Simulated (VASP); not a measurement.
# Nb (Fm-3m) in VASP: further runs

The runs below take Nb through single point, with LDA.

All numbers are computed with VASP 6.6.1; they aren't measurements. Logs are shortened: lines on timing, memory, paths and dates and some standing lists are left out, and cuts for length are marked.

## Step 1: The cell of the first run

The structure is cubic, space group Fm-3m (No. 225). The conventional cell has a = 4.244 Å, b = 4.244 Å, c = 4.244 Å, α = 90.00°, β = 90.00°, γ = 90.00°. Within 4.0 Å of Nb (site symmetry m-3m) lie 12 Nb at 3.00 Å.

## Step 2: Single point, LDA (volume scaled by 1.01)

Input file INCAR:

```
SYSTEM = Nb
PREC     = Accurate       ! precision mode
ENCUT    = 520            ! plane-wave cutoff, eV
EDIFF    = 1E-7           ! SCF threshold, eV
ISMEAR   = -1             ! smearing method
SIGMA    = 0.03           ! smearing width, eV
LREAL    = .FALSE.        ! projectors in reciprocal space
LASPH    = .TRUE.         ! aspherical terms in the spheres
NELM     = 60             ! most SCF steps
ALGO     = Normal         ! electronic algorithm
ISIF     = 2              ! what is computed and relaxed
LWAVE    = .FALSE.        ! write WAVECAR
LCHARG   = .FALSE.        ! write CHGCAR
GGA      = CA             ! functional
NBANDS   = 12             ! bands
```

Input file KPOINTS:

```
regular mesh
0
G
  13 13 13
  0 0 0
```

Input file POSCAR:

```
Nb
1.0
    0.0000000000      2.1220266297      2.1220266297
    2.1220266297      0.0000000000      2.1220266297
    2.1220266297      2.1220266297      0.0000000000
Nb
1
Direct
    0.0000000000      0.0000000000      0.0000000000
```

Potentials or basis: VASP PAW LDA potentials, release 64 (Nb_sv).

Run with:

```
cat potpaw_LDA.64/Nb_sv/POTCAR > POTCAR
mpirun -np 1 vasp_std > vasp.out
```

OUTCAR:

```text
SYSTEM = Nb
   PREC = Accurate
   ENCUT = 520
   EDIFF = 1E-7
   ISMEAR = -1
   LREAL = .FALSE.
   LASPH = .TRUE.
   NELM = 60
   ISIF = 2
   GGA = CA

 ion  position               nearest neighbor table
   1  0.000  0.000  0.000-

  LATTYP: Found a face centered cubic cell.
 ALAT       =     4.2440532594

  Lattice vectors:

 A1 = (   0.0000000000,   2.1220266297,   2.1220266297)
 A2 = (   2.1220266297,   0.0000000000,   2.1220266297)
 A3 = (   2.1220266297,   2.1220266297,   0.0000000000)

Analysis of symmetry for initial positions (statically):
=====================================================================
 Subroutine PRICEL returns:
 Original cell was already a primitive cell.

 Routine SETGRP: Setting up the symmetry group for a
 face centered cubic supercell.

 Subroutine GETGRP returns: Found 48 space group operations
 (whereof 48 operations were pure point group operations)
 out of a pool of 48 trial point group operations.

The static configuration has the point symmetry O_h .

Analysis of symmetry for dynamics (positions and initial velocities):
=====================================================================
 Subroutine PRICEL returns:
 Original cell was already a primitive cell.

 Routine SETGRP: Setting up the symmetry group for a
 face centered cubic supercell.

 Subroutine GETGRP returns: Found 48 space group operations
 (whereof 48 operations were pure point group operations)
 out of a pool of 48 trial point group operations.

The dynamic configuration has the point symmetry O_h .

 Subroutine INISYM returns: Found 48 space group operations
 (whereof 48 operations are pure point group operations),
 and found     1 'primitive' translations

----------------------------------------------------------------------------------------

                                     Primitive cell

  volume of cell :      19.1110

  direct lattice vectors                    reciprocal lattice vectors
     0.000000000  2.122026630  2.122026630    -0.235623810  0.235623810  0.235623810
     2.122026630  0.000000000  2.122026630     0.235623810 -0.235623810  0.235623810
     2.122026630  2.122026630  0.000000000     0.235623810  0.235623810 -0.235623810

  length of vectors
     3.000998839  3.000998839  3.000998839     0.408112411  0.408112411  0.408112411

  position of ions in fractional coordinates (direct lattice)
     0.000000000  0.000000000  0.000000000

  ion indices of the primitive-cell ions
   primitive index   ion index
                 1           1

----------------------------------------------------------------------------------------

 KPOINTS: regular mesh

Automatic generation of k-mesh.
 Grid dimensions read from file:
 generate k-points for:   13   13   13

 Generating k-lattice:

  Cartesian coordinates                     Fractional coordinates (reciprocal lattice)
    -0.018124908  0.018124908  0.018124908     0.076923077  0.000000000  0.000000000
     0.018124908 -0.018124908  0.018124908     0.000000000  0.076923077  0.000000000
     0.018124908  0.018124908 -0.018124908     0.000000000  0.000000000  0.076923077

  Length of vectors
     0.031393262  0.031393262  0.031393262

  Shift w.r.t. Gamma in fractional coordinates (k-lattice)
     0.000000000  0.000000000  0.000000000

 Subroutine IBZKPT returns following result:
 ===========================================

 Found     84 irreducible k-points:

 Following reciprocal coordinates:
            Coordinates               Weight
  0.000000  0.000000  0.000000      1.000000
  0.076923  0.000000  0.000000      8.000000
  0.153846  0.000000  0.000000      8.000000
  0.230769  0.000000  0.000000      8.000000
  0.307692  0.000000  0.000000      8.000000
  0.384615  0.000000  0.000000      8.000000
[... 16 lines left out ...]
  0.384615  0.153846  0.000000     24.000000
  0.461538  0.153846  0.000000     24.000000
 [... further k-points ...]
   k-points           NKPTS =     84   k-points in BZ     NKDIM =     84   number of bands    NBANDS=     12
   number of dos      NEDOS =    301   number of ions     NIONS =      1
   total plane-waves  NPLWV =  13824
   dimension x,y,z NGX =    24 NGY =   24 NGZ =   24
   dimension x,y,z NGXF=    48 NGYF=   48 NGZF=   48
   ions per type =               1
   NGX,Y,Z   is equivalent  to a cutoff of  13.30, 13.30, 13.30 a.u.
   NGXF,Y,Z  is equivalent  to a cutoff of  26.59, 26.59, 26.59 a.u.
 SYSTEM =  Nb
   PREC   = accura    normal or accurate (medium, high low for compatibility)
   ISTART =      0    job   : 0-new  1-cont  2-samecut
   ICHARG =      2    charge: 1-file 2-atom 10-const
   ISPIN  =      1    spin polarized calculation?
   LNONCOLLINEAR =      F non collinear calculations
   LSORBIT =      F    spin-orbit coupling
   LASPH  =      T    aspherical Exc in radial PAW
   ENCUT  =  520.0 eV  38.22 Ry    6.18 a.u.   5.58  5.58  5.58*2*pi/ulx,y,z
   NELM   =     60;   NELMIN=  2; NELMDL= -5     # of ELM steps
   EDIFF  = 0.1E-06   stopping-criterion for ELM
   LREAL  =      F    real-space projection
   EDIFFG = 0.1E-05   stopping-criterion for IOM
   NSW    =      0    number of steps for IOM
   IBRION =     -1    ionic relax: 0-MD 1-quasi-New 2-CG
   NFREE  =      0    steps in history (QN), initial steepest desc. (CG)
   ISIF   =      2    stress and relaxation
   ISYM   =      2    0-nonsym 1-usesym 2-fastsym
   POTIM  = 0.5000    time-step for ionic-motion
   TEBEG  =    0.0;   TEEND  =   0.0 temperature during run
   PSTRESS=    0.0 pullay stress
   NELECT =      13.0000    total number of electrons
   NUPDOWN=      -1.0000    fix difference up-down
   EMIN   =  10.00;   EMAX   =-10.00  energy-range for DOS
   EFERMI =   0.00;   METHOD = LEGACY
   ISMEAR =    -1;   SIGMA  =   0.03  broadening in eV -4-tet -1-fermi 0-gaus
   EFERMI_NEDOS =   21; number of points for ismear=-14 and -15
   IALGO  =     38    algorithm
   IMIX   =      4    mixing-type and parameters
     AMIX     =   0.40;   BMIX     =  1.00
     AMIX_MAG =   1.60;   BMIX_MAG =  1.00
  volume/ion in A,a.u.               =      19.11       128.97
  Fermi-wavevector in a.u.,A,eV,Ry     =   1.439777  2.720783 28.204289  2.072957
  Thomas-Fermi vector in A             =   2.558594
   LORBIT       =      0    0 simple, 1 ext, 2 COOP (PROOUT), +10 PAW based schemes
   GGA     = CA    functional components
   LHFCALC =     F    Hartree Fock is set to
   AEXX    =    0.0000 exact exchange contribution
   IVDW    =     0    specifies the selected vdW correction
   LEPSILON=     F    determine dielectric tensor
   LRPA    =     F    only Hartree local field effects (RPA)
 non-spin polarized calculation
  energy-cutoff  :      520.00
  volume of cell :       19.11
 maximum number of plane-waves:       533
   NGX = 11   NGY = 11   NGZ = 11

 number of electron      13.0000000 magnetization

 Free energy of the ion-electron system (eV)
  ---------------------------------------------------
  ext. energy  EPLUGINS =         0.00000000
  ---------------------------------------------------
  free energy    TOTEN  =       -10.83671272 eV

  energy without entropy =      -10.83147038  energy(sigma->0) =      -10.83409155

 E-fermi :  10.4862     XC(G=0): -12.4166

 val. band max:       10.4853389157   @ k =  -0.3846   0.3077   0.0000
 cond. band min:      10.4913954017   @ k =   0.4615   0.1538   0.0000
 fundamental gap:      0.0060564860
 Fermi energy:        10.4862467583

 k-point     1 :       0.0000    0.0000    0.0000
  band No.  band energies     occupation
      1     -43.9895      2.00000
      2     -19.5643      2.00000
      3     -19.5643      2.00000
      4     -19.5643      2.00000
      5       4.3634      2.00000
      6      10.6106      0.03118
      7      10.6106      0.03118
      8      10.6106      0.03118
      9      13.1161      0.00000
     10      13.1161      0.00000
     11      22.3764      0.00000
     12      27.0009      0.00000

 k-point     2 :       0.0769    0.0000    0.0000
  band No.  band energies     occupation
      1     -43.9791      2.00000
      2     -19.6337      2.00000
      3     -19.5730      2.00000
      4     -19.5730      2.00000
      5       4.5791      2.00000
      6      10.4488      1.55452
      7      10.7086      0.00121
      8      10.7086      0.00121
      9      13.0321      0.00000
     10      13.0321      0.00000
     11      22.8038      0.00000
     12      26.1483      0.00000

 k-point     3 :       0.1538    0.0000    0.0000
  band No.  band energies     occupation
      1     -43.9503      2.00000
      2     -19.8231      2.00000
      3     -19.5968      2.00000
      4     -19.5968      2.00000
      5       5.1732      2.00000
      6      10.0903      2.00000
      7      10.9204      0.00000
      8      10.9204      0.00000
      9      12.9074      0.00000
     10      12.9074      0.00000
     11      23.7455      0.00000
     12      24.8602      0.00000
[... 286 lines left out ...]
 k-point    23 :       0.3846    0.1538    0.0000
  band No.  band energies     occupation
      1     -43.8298      2.00000
      2     -20.4111      2.00000
      3     -19.7854      2.00000
      4     -19.7632      2.00000
      5       7.2420      2.00000
      6       9.3244      2.00000
      7      10.2505      1.99923
      8      11.4587      0.00000
      9      14.2253      0.00000
     10      14.7462      0.00000
     11      22.5446      0.00000
     12      25.0175      0.00000

 k-point    24 :       0.4615    0.1538    0.0000
  band No.  band energies     occupation
      1     -43.8011      2.00000
      2     -20.5604      2.00000
      3     -19.8407      2.00000
      4     -19.7723      2.00000
      5       7.3670      2.00000
      6       9.5275      2.00000
      7      10.4914      0.91440
      8      11.2273      0.00000
      9      15.1319      0.00000
     10      15.5607      0.00000
     11      21.0417      0.00000
     12      23.9897      0.00000

 [... further k-points ...]
[... 5 lines left out ...]
  --------------------------------------------------------------------------------------
  -------------------------------------------------------------------------------------
  Total       -1.4159216     -1.4159216     -1.4159216      0.0000000      0.0000000     -0.0000000
  in kB     -118.7045351   -118.7045351   -118.7045351      0.0000000      0.0000000     -0.0000000
  external PRESSURE =    -118.7045351 kB  Pullay stress =       0.0000000 kB

 VOLUME and BASIS-vectors are now :
 -----------------------------------------------------------------------------
  energy-cutoff  :      520.00
  volume of cell :       19.11
      direct lattice vectors                 reciprocal lattice vectors
     0.000000000  2.122026630  2.122026630    -0.235623810  0.235623810  0.235623810
     2.122026630  0.000000000  2.122026630     0.235623810 -0.235623810  0.235623810
     2.122026630  2.122026630  0.000000000     0.235623810  0.235623810 -0.235623810

 POSITION                                       TOTAL-FORCE (eV/Angst)
 -----------------------------------------------------------------------------------
      0.00000      0.00000      0.00000         0.000000      0.000000     -0.000000
 -----------------------------------------------------------------------------------
    total drift:                                0.000000      0.000000      0.000000

  FREE ENERGIE OF THE ION-ELECTRON SYSTEM (eV)
  ---------------------------------------------------
  free  energy   TOTEN  =       -10.8367127209 eV

  energy  without entropy=      -10.8314703839  energy(sigma->0) =      -10.83409155
```

Run time: 6.6 s. Hardware: 1 thread of Intel Xeon 6975P-C (Granite Rapids), shared host; peak memory 0.14 GiB.

Results:

```
Free energy : -10.8367 eV
Pressure    : -11.9 GPa
```

Levels at points of the mesh, in eV from the Fermi level:
```
           k point  band 3  band 4  band 5  band 6  band 7  band 8  band 9  band 10
(0.00, 0.00, 0.00)  -30.05  -30.05   -6.12    0.12    0.12    0.12    2.63     2.63
```

## Step 3: Single point, LDA (volume scaled by 1.04)

Input file INCAR:

```
PREC = Accurate
ENCUT = 520
EDIFF = 1E-6
ISMEAR = -1
SIGMA = 0.03
LREAL = False
LASPH = True
NELM = 60
ALGO = Normal
ISIF = 2
LWAVE = False
LCHARG = True
GGA = CA
LELF = True
LVHAR = True
NBANDS = 12
```

Input file KPOINTS:

```
Automatic mesh
0
Gamma
  13 13 13
```

Input file POSCAR:

```
Nb
1.0
    0.0000000000      2.1428321391      2.1428321391
    2.1428321391      0.0000000000      2.1428321391
    2.1428321391      2.1428321391      0.0000000000
Nb
1
Direct
    0.0000000000      0.0000000000      0.0000000000
```

Potentials or basis: VASP PAW LDA potentials, release 64 (Nb_sv).

Run with:

```
cat potpaw_LDA.64/Nb_sv/POTCAR > POTCAR
mpirun -np 1 vasp_std > vasp.out
```

OUTCAR:

```text
PREC = Accurate
   ENCUT = 520
   EDIFF = 1E-6
   ISMEAR = -1
   LREAL = False
   LASPH = True
   NELM = 60
   ISIF = 2
   GGA = CA

 ion  position               nearest neighbor table
   1  0.000  0.000  0.000-

  LATTYP: Found a face centered cubic cell.
 ALAT       =     4.2856642782

  Lattice vectors:

 A1 = (   0.0000000000,   2.1428321391,   2.1428321391)
 A2 = (   2.1428321391,   0.0000000000,   2.1428321391)
 A3 = (   2.1428321391,   2.1428321391,   0.0000000000)

Analysis of symmetry for initial positions (statically):
=====================================================================
 Subroutine PRICEL returns:
 Original cell was already a primitive cell.

 Routine SETGRP: Setting up the symmetry group for a
 face centered cubic supercell.

 Subroutine GETGRP returns: Found 48 space group operations
 (whereof 48 operations were pure point group operations)
 out of a pool of 48 trial point group operations.

The static configuration has the point symmetry O_h .

Analysis of symmetry for dynamics (positions and initial velocities):
=====================================================================
 Subroutine PRICEL returns:
 Original cell was already a primitive cell.

 Routine SETGRP: Setting up the symmetry group for a
 face centered cubic supercell.

 Subroutine GETGRP returns: Found 48 space group operations
 (whereof 48 operations were pure point group operations)
 out of a pool of 48 trial point group operations.

The dynamic configuration has the point symmetry O_h .

 Subroutine INISYM returns: Found 48 space group operations
 (whereof 48 operations are pure point group operations),
 and found     1 'primitive' translations

----------------------------------------------------------------------------------------

                                     Primitive cell
[... 106 lines left out ...]
   IALGO  =     38    algorithm
   IMIX   =      4    mixing-type and parameters
     AMIX     =   0.40;   BMIX     =  1.00
     AMIX_MAG =   1.60;   BMIX_MAG =  1.00
  volume/ion in A,a.u.               =      19.68       132.80
  Fermi-wavevector in a.u.,A,eV,Ry     =   1.425797  2.694366 27.659257  2.032898
  Thomas-Fermi vector in A             =   2.546143
   LORBIT       =      0    0 simple, 1 ext, 2 COOP (PROOUT), +10 PAW based schemes
   GGA     = CA    functional components
   LHFCALC =     F    Hartree Fock is set to
   AEXX    =    0.0000 exact exchange contribution
   IVDW    =     0    specifies the selected vdW correction
   LEPSILON=     F    determine dielectric tensor
   LRPA    =     F    only Hartree local field effects (RPA)
 non-spin polarized calculation
  energy-cutoff  :      520.00
  volume of cell :       19.68
 maximum number of plane-waves:       540
   NGX = 11   NGY = 11   NGZ = 11

 number of electron      12.9999999 magnetization

 Free energy of the ion-electron system (eV)
  ---------------------------------------------------
  ext. energy  EPLUGINS =         0.00000000
  ---------------------------------------------------
  free energy    TOTEN  =       -10.78810001 eV

  energy without entropy =      -10.78249368  energy(sigma->0) =      -10.78529685

 E-fermi :  10.0833     XC(G=0): -12.2697

 val. band max:       10.0780334622   @ k =   0.4615   0.1538   0.0000
 cond. band min:      10.0910968006   @ k =   0.3846   0.2308   0.0000
 fundamental gap:      0.0130633384
 Fermi energy:        10.0832893006

 k-point     1 :       0.0000    0.0000    0.0000
  band No.  band energies     occupation
      1     -44.4227      2.00000
      2     -20.0466      2.00000
      3     -20.0466      2.00000
      4     -20.0466      2.00000
      5       4.0422      2.00000
      6      10.2293      0.01526
      7      10.2293      0.01526
      8      10.2293      0.01526
      9      12.6315      0.00000
     10      12.6315      0.00000
     11      21.9442      0.00000
     12      26.4417      0.00000
[... 331 lines left out ...]
 k-point    24 :       0.4615    0.1538    0.0000
  band No.  band energies     occupation
      1     -44.2560      2.00000
      2     -20.9524      2.00000
      3     -20.2983      2.00000
      4     -20.2366      2.00000
      5       7.0519      2.00000
      6       9.1754      2.00000
      7      10.0780      1.08737
      8      10.8245      0.00000
      9      14.5623      0.00000
     10      14.9818      0.00000
     11      20.3117      0.00000
     12      23.4409      0.00000

 [... further k-points ...]
[... 5 lines left out ...]
  --------------------------------------------------------------------------------------
  -------------------------------------------------------------------------------------
  Total       -1.9283522     -1.9283522     -1.9283522     -0.0000000     -0.0000000      0.0000000
  in kB     -157.0010284   -157.0010284   -157.0010284     -0.0000000     -0.0000000      0.0000000
  external PRESSURE =    -157.0010284 kB  Pullay stress =       0.0000000 kB

 VOLUME and BASIS-vectors are now :
 -----------------------------------------------------------------------------
  energy-cutoff  :      520.00
  volume of cell :       19.68
      direct lattice vectors                 reciprocal lattice vectors
     0.000000000  2.142832139  2.142832139    -0.233336056  0.233336056  0.233336056
     2.142832139  0.000000000  2.142832139     0.233336056 -0.233336056  0.233336056
     2.142832139  2.142832139  0.000000000     0.233336056  0.233336056 -0.233336056

 POSITION                                       TOTAL-FORCE (eV/Angst)
 -----------------------------------------------------------------------------------
      0.00000      0.00000      0.00000         0.000000      0.000000      0.000000
 -----------------------------------------------------------------------------------
    total drift:                                0.000000      0.000000      0.000000

  FREE ENERGIE OF THE ION-ELECTRON SYSTEM (eV)
  ---------------------------------------------------
  free  energy   TOTEN  =       -10.7881000126 eV

  energy  without entropy=      -10.7824936805  energy(sigma->0) =      -10.78529685
```

stdout:

```text
POSCAR found type information on POSCAR Nb
 POSCAR found :  1 types and       1 ions
 scaLAPACK will be used
 LDA part: xc-table for (Slater(with rela. corr.)+CA(PZ))
 , standard interpolation
 POSCAR, INCAR and KPOINTS ok, starting setup
 FFT: planning ... GRIDC
 FFT: planning ... GRID_SOFT
 FFT: planning ... GRID
 WAVECAR not read
 entering main loop
```

Wall time 7.7 s (1 thread of Intel Xeon 6975P-C (Granite Rapids), shared host); peak memory 0.13 GiB.

What came out:

```
Free energy : -10.7881 eV
Pressure    : -15.7 GPa
```
